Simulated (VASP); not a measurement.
A run of VASP 6.6.1:

File INCAR:

```
SYSTEM = CsTlF4
PREC = Accurate
ENCUT = 520
EDIFF = 1E-8
ISMEAR = -1
SIGMA = 0.02
LREAL = Auto
LASPH = .True.
NELM = 100
ALGO = Normal
ISIF = 2
LWAVE = .False.
LCHARG = .False.
GGA = PE
LEFG = .True.
NBANDS = 118
```

Contents of KPOINTS:

```
regular mesh
0
Gamma
  3 3 3
  0 0 0
```

File POSCAR:

```
CsTlF4
1.0
    6.5644075700      0.0000000000      0.0000000000
    0.0000000000      8.4582358200      0.0000000000
    0.0000000000      0.0000000000      8.5415860600
Cs Tl F
4 4 16
Direct
    0.4834192200      0.8022325300      0.2500000000
    0.5165807800      0.1977674700      0.7500000000
    0.5165807800      0.3022325300      0.2500000000
    0.4834192200      0.6977674700      0.7500000000
    0.0000000000      0.0000000000      0.5000000000
    0.0000000000      0.0000000000      0.0000000000
    0.0000000000      0.5000000000      0.5000000000
    0.0000000000      0.5000000000      0.0000000000
    0.7055233900      0.9324234200      0.5563337100
    0.2944766100      0.0675765800      0.0563337100
    0.2944766100      0.4324234200      0.5563337100
    0.7055233900      0.5675765800      0.0563337100
    0.9024845200      0.9798175900      0.2500000000
    0.0975154800      0.0201824100      0.7500000000
    0.0975154800      0.4798175900      0.2500000000
    0.9024845200      0.5201824100      0.7500000000
    0.8820638300      0.2500000000      0.5000000000
    0.1179361700      0.7500000000      0.0000000000
    0.1179361700      0.7500000000      0.5000000000
    0.8820638300      0.2500000000      0.0000000000
    0.7055233900      0.5675765800      0.4436662900
    0.2944766100      0.4324234200      0.9436662900
    0.2944766100      0.0675765800      0.4436662900
    0.7055233900      0.9324234200      0.9436662900
```

Potentials or basis: VASP PAW PBE potentials, release 64 (Cs_sv, Tl_d, F).

The run is started by

```console
$ cat potpaw_PBE.64/Cs_sv/POTCAR potpaw_PBE.64/Tl_d/POTCAR potpaw_PBE.64/F/POTCAR > POTCAR
$ mpirun -np 1 vasp_std > vasp.out
```

Hardware: 1 thread of Intel(R) Xeon(R) Platinum 8488C (Sapphire Rapids), with other jobs on the host.

Question: Estimate the wall time of this run.

Answer: Run time: 9.8 min on 1 thread of Intel(R) Xeon(R) Platinum 8488C (Sapphire Rapids) (shared host), peak memory 0.62 GiB. Counts: scf iterations 21, k points 8.
